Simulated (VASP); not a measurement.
Here is a VASP 6.6.1 calculation.

File POSCAR:

```
GaGe2
1.0
    3.7611045753      0.0000000000      0.0000000000
   -1.8805522876      3.2572121085      0.0000000000
    0.0000000000      0.0000000000      4.0609933122
Ga Ge
1 2
Direct
    0.0000000000      0.0000000000      0.0000000000
    0.3333333333      0.6666666667      0.5000000000
    0.6666666667      0.3333333333      0.5000000000
```

Contents of INCAR.step1:

```
PREC     = Accurate       # precision mode
ENCUT    = 600            # plane-wave cutoff, eV
ISMEAR   = 0              # smearing method
SIGMA    = 0.1            # smearing width, eV
LREAL    = False          # projectors in reciprocal space
LASPH    = True           # aspherical terms in the spheres
NELM     = 100            # most SCF steps
GGA      = PE             # functional
ALGO     = Normal         # electronic algorithm
EDIFF    = 1E-4           # SCF threshold, eV
LWAVE    = True           # write WAVECAR
LCHARG   = False          # write CHGCAR
```

The input INCAR.step2:

```
PREC     = Accurate       # precision mode
ENCUT    = 600            # plane-wave cutoff, eV
EDIFF    = 1E-6           # SCF threshold, eV
ISMEAR   = 0              # smearing method
SIGMA    = 0.1            # smearing width, eV
LREAL    = False          # projectors in reciprocal space
LASPH    = True           # aspherical terms in the spheres
NELM     = 100            # most SCF steps
ALGO     = Normal         # electronic algorithm
ISIF     = 3              # what is computed and relaxed
LWAVE    = False          # write WAVECAR
LCHARG   = False          # write CHGCAR
METAGGA  = R2SCAN         # meta-GGA
LMIXTAU  = True         
IBRION   = 2              # ionic algorithm
NSW      = 90             # ionic steps
EDIFFG   = -0.04          # ionic threshold
ISTART   = 1
```

The input KPOINTS:

```
Automatic mesh
0
Gamma
  6 6 4
```

Potentials or basis: VASP PAW PBE potentials, release 64 (Ga_d, Ge_d).

The run is started by

```sh
$ cat potpaw_PBE.64/Ga_d/POTCAR potpaw_PBE.64/Ge_d/POTCAR > POTCAR
$ cp INCAR.step1 INCAR
$ mpirun -np 1 vasp_std > vasp.out
$ cp INCAR.step2 INCAR
$ mpirun -np 1 vasp_std > vasp.out
```

(1) Predict the relaxed volume.

(2) Predict the band gap on the k mesh.

Answers

(1) 21.62 Å³/atom.

(2) zero (an odd number of electrons rules out a gap without spin polarisation).

Caveat: the k points lie up to 0.38 Å⁻¹ apart in the final cell, too coarse for converged energies and pressures of a metal; the volume moved by over 15 % at a fixed basis, so the end points are rough; the PAW data sets were made with another functional, which shifts forces and pressure a little.
